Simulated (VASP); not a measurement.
Here is a VASP 6.6.1 calculation.

File POSCAR:

```
In
1.0
   -1.6190646052      1.6612415974      2.5247666629
    1.6612415974     -1.6190646052      2.5247666629
    1.5669310712      1.5669310712     -2.4970521319
In
1
Direct
    0.0000000000      0.0000000000      0.0000000000
```

INCAR.step1

```
PREC = Accurate
ENCUT = 520
ISMEAR = -1
SIGMA = 0.1
LREAL = False
LASPH = True
NELM = 80
NBANDS = 12
GGA = PE
ALGO = Normal
EDIFF = 1E-4
LWAVE = True
LCHARG = False
```

File INCAR.step2:

```
PREC = Accurate
ENCUT = 520
EDIFF = 1E-6
ISMEAR = -1
SIGMA = 0.1
LREAL = False
LASPH = True
NELM = 80
ALGO = Normal
ISIF = 2
LWAVE = False
LCHARG = False
METAGGA = R2SCAN
LMIXTAU = True
NBANDS = 12
ISTART = 1
```

Contents of KPOINTS:

```
Automatic mesh
0
Gamma
  3 3 4
```

Potentials or basis: VASP PAW PBE potentials, release 64 (In_d).

Run with:

```console
$ cat potpaw_PBE.64/In_d/POTCAR > POTCAR
$ cp INCAR.step1 INCAR
$ mpirun -np 1 vasp_std > vasp.out
$ cp INCAR.step2 INCAR
$ mpirun -np 1 vasp_std > vasp.out
```

Task: What does it give for the pressure?

Result: 0.9 GPa.

Stress tensor (GPa, compression positive):
```
-1.34  0.00  0.93
 0.00 -1.34  0.93
 0.93  0.93  5.39
```

Caveat: the k points lie up to 0.76 Å⁻¹ apart; the PAW data sets were made with another functional, which shifts forces and pressure a little.
